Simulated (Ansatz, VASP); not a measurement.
# Two plane-wave programs on Ge2Pd

```xyz
3
Lattice="3.5148 0.0000 0.0000 -1.7574 3.0439 0.0000 0.0000 0.0000 6.0323" Properties=species:S:1:pos:R:3 pbc="T T T"
Ge    0.0000    0.0000    1.7546
Ge    0.0000    0.0000    4.2776
Pd    0.0000    0.0000    0.0000
```

Alike in both runs: task single point; functional PBE; k mesh 6 × 6 × 4; occupations gaussian, width 0.1 eV; no spin polarisation.

|  | VASP | Ansatz |
| --- | --- | --- |
| version | VASP 6.6.1 | Ansatz 0.2.0 |
| potentials or method | VASP PAW PBE potentials, release 64 (Ge_d, Pd), cutoff 520 eV | scalar-relativistic, plane waves, PAW |
| valence electrons in the cell | 38 | 46 |

|  | VASP | Ansatz | Ansatz less VASP |
| --- | --- | --- | --- |
| gap on the k mesh at the Fermi level (eV) | none | none | - |
| rms of the force components (eV/Å) | 11.534 | 12.454 | +0.9194 |

Atom by atom the forces differ by 0.919 eV/Å (rms over components). A gap of «none» marks a metal or a gap that the smearing closes. VASP's potentials hold 38 valence electrons a cell and Ansatz's 46, so a difference there can come from the potentials and not from the codes.
